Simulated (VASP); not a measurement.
**Mo: single point with r2SCAN**

The system is Mo.

```
CELL_PARAMETERS angstrom
-1.58579 1.58579 1.58579
1.58579 -1.58579 1.58579
1.58579 1.58579 -1.58579
ATOMIC_POSITIONS crystal
Mo 0.00000 0.00000 0.00000
```

| Quantity | Value |
| --- | --- |
| Program | VASP 6.6.1 |
| Task | single point |
| Functional | r2SCAN |
| Potentials or basis | VASP PAW PBE potentials, release 64 (Mo_sv) |
| Cutoff | 550 eV |
| k mesh | 15 × 15 × 15 |
| Occupations | fermi-dirac, width 0.1 eV |
| Spin | no spin polarisation |

The pressure is -4.1 GPa and the band gap on the k mesh is zero (bands 7 and 8 overlap by 5.11 eV).

Levels at points of the mesh, in eV from the Fermi level:
```csv
k point,band 4,band 5,band 6,band 7,band 8,band 9,band 10,band 11
"(0.00, 0.00, 0.00)",-35.71,-7.56,-1.35,-1.35,-1.35,1.91,1.91,15.50
```

It took 77 s on 1 thread of Intel Xeon 8259CL (shared host), peak memory 0.16 GiB.

Caveat: the cell stands under tension; the PAW data sets were made with another functional, which shifts forces and pressure a little.
